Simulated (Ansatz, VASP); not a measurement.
**AlCu5: VASP beside Ansatz**

```
Al Cu
1.0
     4.48739    0.00000    0.00000
    -2.24370    3.88620    0.00000
     0.00000    0.00000    4.23805
Al Cu
1 5
Direct
  0.00000 0.00000 0.50000
  0.66646 0.00000 0.00000
  0.00000 0.66646 0.00000
  0.33354 0.33354 0.00000
  0.33333 0.66667 0.50000
  0.66667 0.33333 0.50000
```

Change from the starting cell: species swapped into the Hf5Sc type (P-62m, No. 189).

Alike in both runs: functional PBE; k mesh 6 × 6 × 4; occupations gaussian, width 0.1 eV; no spin polarisation.

Ansatz relaxed the structure, and its values are those at the end. VASP's run is a single point on that final structure, the one shown.

```csv
,VASP,Ansatz
version,VASP 6.6.1,Ansatz 0.2.0
potentials or method,"VASP PAW PBE potentials, release 64 (Al, Cu), cutoff 520 eV","scalar-relativistic, plane waves, PAW"
valence electrons in the cell,58,98
```

|  | VASP | Ansatz | Ansatz less VASP |
| --- | --- | --- | --- |
| gap on the k mesh at the Fermi level (eV) | none | none | - |
| pressure (GPa) | 0.4 | 0.0 | -0.41 |

A gap of «none» marks a metal or a gap that the smearing closes. The functional is the same, so the differences come from potentials, cutoffs and numerics. VASP's potentials hold 58 valence electrons a cell and Ansatz's 98, so a difference there can come from the potentials and not from the codes.

The k mesh is coarse, so the values compare programs but aren't converged.
